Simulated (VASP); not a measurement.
# CuSi16 (a cell with a defect) in VASP: single point with LDA

Aim: the single point of CuSi16 (a cell with a defect) with LDA.

All numbers are computed with VASP 6.6.1; they aren't measurements. Logs are shortened: lines on timing, memory, paths and dates and some standing lists are left out, and cuts for length are marked.

### Step 1. The cell of the first run

The cell holds a defect, 17 atoms: a = 7.679 Å, b = 7.679 Å, c = 7.679 Å, α = 60.00°, β = 60.00°, γ = 60.00°.

### Step 2. Single point, LDA, collinear spin

The input, INCAR:

```
PREC = Accurate
ENCUT = 520
EDIFF = 1E-7
ISMEAR = -1
SIGMA = 0.02
LREAL = Auto
LASPH = True
NELM = 150
ALGO = Normal
ISIF = 2
LWAVE = False
LCHARG = False
ISPIN = 2
MAGMOM = 0 0 0 0 0 0 0 0 0 0 0 0 0 0 0 0 1
LORBIT = 11
LMAXMIX = 4
GGA = CA
NBANDS = 56
```

The input, KPOINTS:

```
regular mesh
0
Gamma
  2 2 2
```

The input, POSCAR:

```
CuSi16
1.0
    0.0000000000      5.4300000000      5.4300000000
    5.4300000000      0.0000000000      5.4300000000
    5.4300000000      5.4300000000      0.0000000000
Si Cu
16 1
Direct
   -0.2090331492      0.2372651934      0.1479465930
    0.2170902394     -0.0683977901      0.2202209945
   -0.1165930018     -0.0846224678      0.5415101289
   -0.2044935543      0.2283057090      0.7962246777
   -0.0379926335      0.5114364641      0.0448618785
   -0.1547605893      0.8958839779      0.0500460405
    0.0253406998      0.5372928177      0.6584346225
    0.2318232044      0.8802209945      0.5595027624
    0.3835911602      0.2631675875     -0.1665377532
    0.4692173112      0.3475966851      0.0870257827
    0.1962338858      0.2148526703      0.5522007366
    0.5483149171      0.2642449355      0.5038950276
    0.6320165746      0.6615193370     -0.2592725599
    0.6033241252      0.8317219153     -0.0161786372
    0.5172007366      0.6191896869      0.3511970534
    0.9333333333      0.5824493554      0.3416942910
    0.3409760589      0.7475138122      0.0192265193
```

Potentials or basis: VASP PAW LDA potentials, release 64 (Si, Cu).

Command:

```
cat potpaw_LDA.64/Si/POTCAR potpaw_LDA.64/Cu/POTCAR > POTCAR
mpirun -np 1 vasp_std > vasp.out
```

OUTCAR:

```text
PREC = Accurate
   ENCUT = 520
   EDIFF = 1E-7
   ISMEAR = -1
   LREAL = Auto
   LASPH = True
   NELM = 150
   ISIF = 2
   ISPIN = 2
   LORBIT = 11
   GGA = CA

 ion  position               nearest neighbor table
   1  0.791  0.237  0.148-  10 2.39  12 2.46   5 2.62   4 2.72   6 2.86   3 2.94   2 3.06
   2  0.217  0.932  0.220-  17 2.16   8 2.49   3 2.52  14 2.53  15 2.54   9 2.97   1 3.06
   3  0.883  0.915  0.542-   7 2.37   2 2.52   8 2.62  12 2.64  13 2.77  14 2.91   1 2.94
   4  0.796  0.228  0.796-   6 2.29  10 2.50  11 2.66   1 2.72  13 2.79   9 2.91   7 3.11
   5  0.962  0.511  0.045-  16 2.48   1 2.62   6 2.64   7 2.67  14 2.69   9 2.90  15 3.00
   6  0.845  0.896  0.050-   4 2.29  16 2.40  14 2.46   5 2.64   1 2.86
   7  0.025  0.537  0.658-   3 2.37  11 2.49  13 2.50   5 2.67  16 2.68   9 2.98   4 3.11
   8  0.232  0.880  0.560-  11 2.42   2 2.49  15 2.59   3 2.62
   9  0.384  0.263  0.833-  12 2.19  10 2.76  14 2.77   5 2.90   4 2.91   2 2.97   7 2.98
  10  0.469  0.348  0.087-   1 2.39   4 2.50  17 2.56   9 2.76  13 2.78  11 3.03
  11  0.196  0.215  0.552-   8 2.42   7 2.49   4 2.66  12 2.73  16 2.77  10 3.03
  12  0.548  0.264  0.504-   9 2.19  15 2.30   1 2.46   3 2.64  11 2.73
  13  0.632  0.662  0.741-  17 2.27   7 2.50  14 2.64   3 2.77  10 2.78   4 2.79  16 2.91
  14  0.603  0.832  0.984-  17 2.26  15 2.38   6 2.46   2 2.53  13 2.64   5 2.69   9 2.77   3 2.91

  15  0.517  0.619  0.351-  12 2.30  14 2.38   2 2.54   8 2.59   5 3.00  16 3.03
  16  0.933  0.582  0.342-   6 2.40   5 2.48   7 2.68  11 2.77  13 2.91  15 3.03
  17  0.341  0.748  0.019-   2 2.16  14 2.26  13 2.27  10 2.56

  LATTYP: Found a face centered cubic cell.
 ALAT       =    10.8600000000

  Lattice vectors:

 A1 = (   0.0000000000,   5.4300000000,   5.4300000000)
 A2 = (   5.4300000000,   0.0000000000,   5.4300000000)
 A3 = (   5.4300000000,   5.4300000000,   0.0000000000)

Analysis of symmetry for initial positions (statically):
=====================================================================
 Subroutine PRICEL returns:
 Original cell was already a primitive cell.

 Routine SETGRP: Setting up the symmetry group for a
 face centered cubic supercell.

 Subroutine GETGRP returns: Found  1 space group operations
 (whereof  1 operations were pure point group operations)
 out of a pool of 48 trial point group operations.

The static configuration has the point symmetry C_1 .

Analysis of symmetry for dynamics (positions and initial velocities):
=====================================================================
 Subroutine PRICEL returns:
 Original cell was already a primitive cell.

 Routine SETGRP: Setting up the symmetry group for a
 face centered cubic supercell.

 Subroutine GETGRP returns: Found  1 space group operations
 (whereof  1 operations were pure point group operations)
 out of a pool of 48 trial point group operations.

The dynamic configuration has the point symmetry C_1 .

Analysis of structural, dynamic, and magnetic symmetry:
=====================================================================
 Subroutine PRICEL returns:
 Original cell was already a primitive cell.

 Routine SETGRP: Setting up the symmetry group for a
 face centered cubic supercell.

 Subroutine GETGRP returns: Found  1 space group operations
 (whereof  1 operations were pure point group operations)
 out of a pool of 48 trial point group operations.

The overall configuration has the point symmetry C_1 .

 Subroutine INISYM returns: Found  1 space group operations
 (whereof  1 operations are pure point group operations),
 and found     1 'primitive' translations

----------------------------------------------------------------------------------------

                                     Primitive cell

  volume of cell :     320.2060

  direct lattice vectors                    reciprocal lattice vectors
     0.000000000  5.430000000  5.430000000    -0.092081031  0.092081031  0.092081031
     5.430000000  0.000000000  5.430000000     0.092081031 -0.092081031  0.092081031
     5.430000000  5.430000000  0.000000000     0.092081031  0.092081031 -0.092081031

  length of vectors
     7.679179644  7.679179644  7.679179644     0.159489025  0.159489025  0.159489025

  position of ions in fractional coordinates (direct lattice)
     0.790966851  0.237265193  0.147946593
     0.217090239  0.931602210  0.220220994
     0.883406998  0.915377532  0.541510129
     0.795506446  0.228305709  0.796224678
[... 79 lines left out ...]
   PREC   = accura    normal or accurate (medium, high low for compatibility)
   ISTART =      0    job   : 0-new  1-cont  2-samecut
   ICHARG =      2    charge: 1-file 2-atom 10-const
   ISPIN  =      2    spin polarized calculation?
   LNONCOLLINEAR =      F non collinear calculations
   LSORBIT =      F    spin-orbit coupling
   LASPH  =      T    aspherical Exc in radial PAW
   ENCUT  =  520.0 eV  38.22 Ry    6.18 a.u.  14.28 14.28 14.28*2*pi/ulx,y,z
   NELM   =    150;   NELMIN=  2; NELMDL= -5     # of ELM steps
   EDIFF  = 0.1E-06   stopping-criterion for ELM
   LREAL  =      T    real-space projection
   EDIFFG = 0.1E-05   stopping-criterion for IOM
   NSW    =      0    number of steps for IOM
   IBRION =     -1    ionic relax: 0-MD 1-quasi-New 2-CG
   NFREE  =      0    steps in history (QN), initial steepest desc. (CG)
   ISIF   =      2    stress and relaxation
   ISYM   =      2    0-nonsym 1-usesym 2-fastsym
   POTIM  = 0.5000    time-step for ionic-motion
   TEBEG  =    0.0;   TEEND  =   0.0 temperature during run
   PSTRESS=    0.0 pullay stress
   NELECT =      75.0000    total number of electrons
   NUPDOWN=      -1.0000    fix difference up-down
   EMIN   =  10.00;   EMAX   =-10.00  energy-range for DOS
   EFERMI =   0.00;   METHOD = LEGACY
   ISMEAR =    -1;   SIGMA  =   0.02  broadening in eV -4-tet -1-fermi 0-gaus
   EFERMI_NEDOS =   21; number of points for ismear=-14 and -15
   IALGO  =     38    algorithm
   IMIX   =      4    mixing-type and parameters
     AMIX     =   0.40;   BMIX     =  1.00
     AMIX_MAG =   1.60;   BMIX_MAG =  1.00
  volume/ion in A,a.u.               =      18.84       127.11
  Fermi-wavevector in a.u.,A,eV,Ry     =   1.009142  1.907001 13.855720  1.018367
  Thomas-Fermi vector in A             =   2.142052
   LORBIT       =     11    0 simple, 1 ext, 2 COOP (PROOUT), +10 PAW based schemes
   GGA     = CA    functional components
   LHFCALC =     F    Hartree Fock is set to
   AEXX    =    0.0000 exact exchange contribution
   IVDW    =     0    specifies the selected vdW correction
   LEPSILON=     F    determine dielectric tensor
   LRPA    =     F    only Hartree local field effects (RPA)
 spin polarized calculation
  energy-cutoff  :      520.00
  volume of cell :      320.21
 maximum number of plane-waves:      8646
 NGX is ok and might be reduce to    60
   NGX = 29   NGY = 29   NGZ = 29

 number of electron      75.0000001 magnetization       0.0000255

 number of electron      75.0000001 magnetization      -0.0000014

 Free energy of the ion-electron system (eV)
  ---------------------------------------------------
  ext. energy  EPLUGINS =         0.00000000
  ---------------------------------------------------
  free energy    TOTEN  =       -88.83017297 eV

  energy without entropy =      -88.81602434  energy(sigma->0) =      -88.82309866

 E-fermi :   6.3392     XC(G=0): -10.0430

 val. band max:        6.3198361931   @ k =   0.5000   0.5000   0.5000
 cond. band min:       6.3548797633   @ k =   0.5000   0.0000   0.5000
 fundamental gap:      0.0350435703
 Fermi energy:         6.3391561099

 spin component 1

 k-point     1 :       0.0000    0.0000    0.0000
  band No.  band energies     occupation
      1      -6.1362      1.00000
      2      -3.9910      1.00000
      3      -3.5671      1.00000
      4      -3.4502      1.00000
      5      -2.9218      1.00000
      6      -2.7959      1.00000
[... 405 lines left out ...]
     48       9.1037      0.00000
     49       9.3730      0.00000
 Fermi energy:         6.3391561099

 spin component 2

 k-point     1 :       0.0000    0.0000    0.0000
  band No.  band energies     occupation
      1      -6.1362      1.00000
      2      -3.9910      1.00000
      3      -3.5671      1.00000
      4      -3.4502      1.00000
      5      -2.9218      1.00000
      6      -2.7959      1.00000
[... 405 lines left out ...]
     48       9.1037      0.00000
     49       9.3730      0.00000
 [bands above 49 left out]

------------------------ aborting loop because EDIFF is reached ----------------------------------------

  FORCE on cell =-STRESS in cart. coord.  units (eV):
  Direction    XX          YY          ZZ          XY          YZ          ZX
  --------------------------------------------------------------------------------------
  -------------------------------------------------------------------------------------
  Total       -8.3533235    -16.1783295    -10.5228332      1.6480605     -6.4404603     -0.4990837
  in kB      -41.7965464    -80.9496123    -52.6518679      8.2462073    -32.2253768     -2.4972064
  external PRESSURE =     -58.4660089 kB  Pullay stress =       0.0000000 kB

 VOLUME and BASIS-vectors are now :
 -----------------------------------------------------------------------------
  energy-cutoff  :      520.00
  volume of cell :      320.21
      direct lattice vectors                 reciprocal lattice vectors
     0.000000000  5.430000000  5.430000000    -0.092081031  0.092081031  0.092081031
     5.430000000  0.000000000  5.430000000     0.092081031 -0.092081031  0.092081031
     5.430000000  5.430000000  0.000000000     0.092081031  0.092081031 -0.092081031

 POSITION                                       TOTAL-FORCE (eV/Angst)
 -----------------------------------------------------------------------------------
      2.09170      5.09830      5.58330        -0.355610      0.325306      0.332111
      6.25440      2.37460      6.23740         1.469534     -0.619260      0.247994
      7.91090      7.73730      9.76740         0.552631      0.088384      0.319966
      5.56320      8.64310      5.55930         0.072045     -0.608076      0.868109
      3.02070      5.46730      8.00080        -0.839228     -0.505606     -0.355940
      5.13640      4.86140      9.45430        -0.106314      0.407711     -0.401200
[... 9 lines left out ...]
      5.01810      6.92340      8.23070         0.072735      0.043198     -0.408865
      4.16340      1.95590      5.91050        -1.404136     -0.449285     -1.479718
 -----------------------------------------------------------------------------------
    total drift:                                0.004231     -0.000629     -0.002188

  FREE ENERGIE OF THE ION-ELECTRON SYSTEM (eV)
  ---------------------------------------------------
  free  energy   TOTEN  =       -88.8301729736 eV

  energy  without entropy=      -88.8160243410  energy(sigma->0) =      -88.82309866

 total charge

# of ion       s       p       d       tot
------------------------------------------
    1        0.841   0.749   0.000   1.590
    2        0.835   0.785   0.000   1.620
    3        0.838   0.740   0.000   1.578
    4        0.842   0.742   0.000   1.584
    5        0.838   0.721   0.000   1.559
    6        0.831   0.778   0.000   1.609
[... 9 lines left out ...]
   16        0.846   0.713   0.000   1.559
   17        0.522   0.425   9.186  10.133
--------------------------------------------------
tot         13.917  12.485   9.186  35.588

 magnetization (x)

# of ion       s       p       d       tot
------------------------------------------
    1        0.000   0.000   0.000   0.000
    2       -0.000  -0.000   0.000  -0.000
    3        0.000   0.000   0.000   0.000
    4       -0.000  -0.000   0.000  -0.000
    5        0.000   0.000   0.000   0.000
    6        0.000  -0.000   0.000  -0.000
[... 9 lines left out ...]
   16        0.000  -0.000   0.000  -0.000
   17        0.000   0.000   0.000   0.000
--------------------------------------------------
tot          0.000  -0.000   0.000   0.000
```

Run time: 15 min. Hardware: 1 thread of Oxide Virtual Turin-like, shared host; peak memory 0.47 GiB.

Results:

* Free energy: -88.8302 eV
* Pressure: -5.8 GPa
* Largest force: 3.266 eV/Å
* Net moment: 0.00 μB per cell
* Valence electrons inside the program's atomic spheres: Si 1.59, 1.62, 1.58, 1.56, 1.61, 1.57, 1.66, 1.63 (each value once); Cu 10.13

Forces on the atoms (eV/Å):
```
Si  -0.356  0.325  0.332
Si   1.470 -0.619  0.248
Si   0.553  0.088  0.320
Si   0.072 -0.608  0.868
Si  -0.839 -0.506 -0.356
Si  -0.106  0.408 -0.401
Si   0.198  0.410 -0.086
Si  -0.360 -0.367 -0.678
Si   2.526  1.687 -1.199
Si   0.361 -0.650 -0.140
Si   0.213 -0.129  1.009
Si  -1.939 -0.836 -0.351
Si  -0.622  0.356  0.208
Si  -0.587  0.347  1.596
Si   0.748  0.499  0.518
Si   0.073  0.043 -0.409
Cu  -1.404 -0.449 -1.480
```

Caveat: the k points lie up to 0.50 Å⁻¹ apart; the atoms stand as in a frame of molecular dynamics.
